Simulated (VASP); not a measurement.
Here is a VASP 6.6.1 calculation.

File INCAR:

```
PREC     = Accurate       # precision mode
ENCUT    = 520            # plane-wave cutoff, eV
EDIFF    = 1E-6           # SCF threshold, eV
ISMEAR   = 0              # smearing method
SIGMA    = 0.1            # smearing width, eV
LREAL    = F              # projectors in reciprocal space
LASPH    = T              # aspherical terms in the spheres
NELM     = 60             # most SCF steps
ALGO     = Normal         # electronic algorithm
ISIF     = 2              # what is computed and relaxed
LWAVE    = F              # write WAVECAR
LCHARG   = T              # write CHGCAR
GGA      = PE             # functional
LELF     = T              # ELF
LVHAR    = T            
NBANDS   = 22             # bands
```

File KPOINTS:

```
Automatic mesh
0
Gamma
  6 6 6
```

POSCAR

```
GeOs2
1.0
    0.0000000000      2.7899264749      2.7899264749
    2.7899264749      0.0000000000      2.7899264749
    2.7899264749      2.7899264749      0.0000000000
Ge Os
1 2
Direct
    0.0000000000      0.0000000000      0.0000000000
    0.2500000000      0.2500000000      0.2500000000
    0.7500000000      0.7500000000      0.7500000000
```

Potentials or basis: VASP PAW PBE potentials, release 64 (Ge_d, Os).

The run is started by

```sh
$ cat potpaw_PBE.64/Ge_d/POTCAR potpaw_PBE.64/Os/POTCAR > POTCAR
$ mpirun -np 1 vasp_std > vasp.out
```

Question: What does it give for the band gap on the k mesh?

Answer: Zero (bands 15 and 16 overlap by 4.19 eV).

Question: What does it give for the pressure?

Answer: 35.4 GPa.

Caveat: the cell stands under pressure; spin-orbit coupling is left out, which moves the levels of the heavy elements.
